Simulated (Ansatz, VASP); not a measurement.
**Two plane-wave programs on MgS**

Contents of INCAR:

```
SYSTEM = MgS
ALGO = Normal ; EDIFF = 1E-8
ENCUT = 520 ; GGA = CA
ISIF = 2 ; ISMEAR = -1
LASPH = .True. ; LCHARG = .False.
LEFG = .True. ; LREAL = .False.
LWAVE = .False. ; NBANDS = 11
NELM = 100 ; PREC = Accurate
SIGMA = 0.01
```

KPOINTS

```
k-points
0
Gamma
  8 8 8
  0 0 0
```

POSCAR

```
MgS
1.0
    0.0000000000      2.6016500000      2.5496170000
    2.6016500000      0.0000000000      2.5496170000
    2.6016500000      2.6016500000      0.0000000000
Mg S
1 1
Direct
    0.0000000000      0.0000000000      0.0000000000
    0.5000000000      0.5000000000      0.5000000000
```

Input for Ansatz:

```yaml
crystal:
  lattice:
    - [0.0, 2.60165, 2.549617]
    - [2.60165, 0.0, 2.549617]
    - [2.60165, 2.60165, 0.0]
  atoms:
    - { symbol: Mg, position: [0.0, 0.0, 0.0] }
    - { symbol: S, position: [0.5, 0.5, 0.5] }
kpoints:
  mp_grid: { grid: [8, 8, 8] }
scf:
  occupations: { method: fermi_dirac, width: 0.01 }
hamiltonian:
  xc: lda
  pseudopotentials: { kind: paw }
output:
  forces: true
  stress: true
  eigenvalues: true
  efg: { contact_densities: true }
```

Change from the starting cell: zz strain of -2 %, PAW files.

Alike in both runs: task electric field gradients; functional LDA; k mesh 8 × 8 × 8; occupations fermi-dirac, width 0.01 eV; no spin polarisation.

|  | VASP | Ansatz |
| --- | --- | --- |
| version | VASP 6.6.1 | Ansatz 0.2.0 |
| potentials or method | VASP PAW LDA potentials, release 64 (Mg, S) | PAW with Ansatz's default frozen-core files, scalar-relativistic |
| plane-wave cutoff (eV) | 520 | 420 |
| valence electrons in the cell | 8 | 16 |

VASP gave:

* gap on the k mesh at the Fermi level (eV): 2.50
* pressure (GPa): -2.3
* traceless stress, the component that is largest in VASP (GPa): 1.48
* size of Vzz on the site where it differs most (V/Å²): 1.8

Problem. Which values does Ansatz return?

Solution. gap on the k mesh at the Fermi level (eV): 2.50; pressure (GPa): -1.7; traceless stress, the component that is largest in VASP (GPa): 1.48; size of Vzz on the site where it differs most (V/Å²): 1.5.

LDA's correlation is that of Perdew and Zunger in VASP and of Perdew and Wang (1992) in Ansatz. VASP's potentials hold 8 valence electrons a cell and Ansatz's 16, so a difference there can come from the potentials and not from the codes.
